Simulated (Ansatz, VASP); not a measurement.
**BaTiO3: VASP beside Ansatz**

INCAR

```
PREC     = Accurate       # precision mode
ENCUT    = 520            # plane-wave cutoff, eV
EDIFF    = 1E-8           # SCF threshold, eV
ISMEAR   = -1             # smearing method
SIGMA    = 0.08           # smearing width, eV
LREAL    = False          # projectors in reciprocal space
LASPH    = True           # aspherical terms in the spheres
NELM     = 100            # most SCF steps
ALGO     = Normal         # electronic algorithm
ISIF     = 2              # what is computed and relaxed
LWAVE    = False          # write WAVECAR
LCHARG   = False          # write CHGCAR
GGA      = PE             # functional
LEFG     = True         
NBANDS   = 28             # bands
```

Contents of KPOINTS:

```
regular mesh
0
Gamma
  7 7 7
```

The input POSCAR:

```
BaTiO3
1.0
    4.0130884697      0.0000000000      0.0000000000
    0.0000000000      4.0130884697      0.0000000000
    0.0000000000      0.0000000000      4.0313489353
Ba Ti O
1 1 3
Direct
    0.0000000000      0.0000000000      0.0000000000
    0.5000000000      0.5000000000      0.4820000000
    0.5000000000      0.5000000000      0.0160000000
    0.5000000000      0.0000000000      0.5150000000
    0.0000000000      0.5000000000      0.5150000000
```

Input for Ansatz:

```yaml
crystal:
  lattice:
    - [4.0130884697, 0.0, 0.0]
    - [0.0, 4.0130884697, 0.0]
    - [0.0, 0.0, 4.0313489353]
  atoms:
    - { symbol: Ba, position: [0.0, 0.0, 0.0] }
    - { symbol: Ti, position: [0.5, 0.5, 0.482] }
    - { symbol: O, position: [0.5, 0.5, 0.016] }
    - { symbol: O, position: [0.5, 0.0, 0.515] }
    - { symbol: O, position: [0.0, 0.5, 0.515] }
kpoints:
  mp_grid: { grid: [7, 7, 7] }
scf:
  occupations: { method: fermi_dirac, width: 0.08 }
hamiltonian:
  xc: pbe
  pseudopotentials: { kind: all_electron, datasets: crystal }
output:
  forces: true
  stress: true
  eigenvalues: true
  efg: { contact_densities: true }
```

Change from the starting cell: volume scaled by 1.01, crystal datasets.

Alike in both runs: task electric field gradients; functional PBE; k mesh 7 × 7 × 7; occupations fermi-dirac, width 0.08 eV; no spin polarisation.

|  | VASP | Ansatz |
| --- | --- | --- |
| version | VASP 6.6.1 | Ansatz 0.2.0 |
| potentials or method | VASP PAW PBE potentials, release 64 (Ba_sv, Ti_sv, O), cutoff 520 eV | all-electron PAW with datasets made for the crystal, scalar-relativistic |

```tsv
	VASP	Ansatz	Ansatz less VASP
pressure (GPa)	2.7	1.0	-1.71
traceless stress, the component that is largest in VASP (GPa)	1.00	0.93	-0.069
rms of the force components (eV/Å)	0.116	0.125	+0.0095
size of Vzz on the site where it differs most (V/Å²)	2.0	1.6	-0.37
```

Atom by atom the forces differ by 0.018 eV/Å (rms over components). Ansatz ran all-electron here, and VASP with PAW potentials. Ansatz's warnings: printed levels off.

Neither program's run includes spin-orbit coupling.
